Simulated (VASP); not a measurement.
GaSb, 2 atoms in the cell. The structure is cubic, space group F-43m (No. 216). The conventional cell has a = 6.077 Å, b = 6.077 Å, c = 6.077 Å, α = 90.00°, β = 90.00°, γ = 90.00°. Within 3.5 Å of Sb (site symmetry -43m) lie 4 Ga at 2.63 Å. Within 3.5 Å of Ga (site symmetry -43m) lie 4 Sb at 2.63 Å. 

| Quantity | Value |
| --- | --- |
| Program | VASP 6.6.1 |
| Task | single point |
| Functional | BHLYP |
| Potentials or basis | VASP PAW PBE potentials, release 64 (Sb_d_GW, Ga_d) |
| Cutoff | 400 eV |
| k mesh | 4 × 4 × 4 |
| Occupations | fermi-dirac, width 0.05 eV |
| Spin | no spin polarisation |
| Dipole correction | no |
| Grid for exact exchange (PRECFOCK) | Normal |
| Further INCAR settings | ALGO = Normal; EDIFF = 1e-06; NBANDS = 21 |
| Share of exact exchange | 0.5 |

Potentials or basis: VASP PAW PBE potentials, release 64 (Sb_d_GW, Ga_d).

The run is started by

```bash
$ cat potpaw_PBE.64/Sb_d_GW/POTCAR potpaw_PBE.64/Ga_d/POTCAR > POTCAR
$ cp INCAR.step1 INCAR
$ mpirun -np 1 vasp_std > vasp.out
$ cp INCAR.step2 INCAR
$ mpirun -np 1 vasp_std > vasp.out
```

Hardware: 1 thread of Intel(R) Xeon(R) 6975P-C (Granite Rapids), with other jobs on the host.

Q: Estimate the wall time of this run.

A: Wall time 9.1 min on 1 thread of Intel(R) Xeon(R) 6975P-C (Granite Rapids) (shared host), peak memory 0.18 GiB. Counts: k points 8.
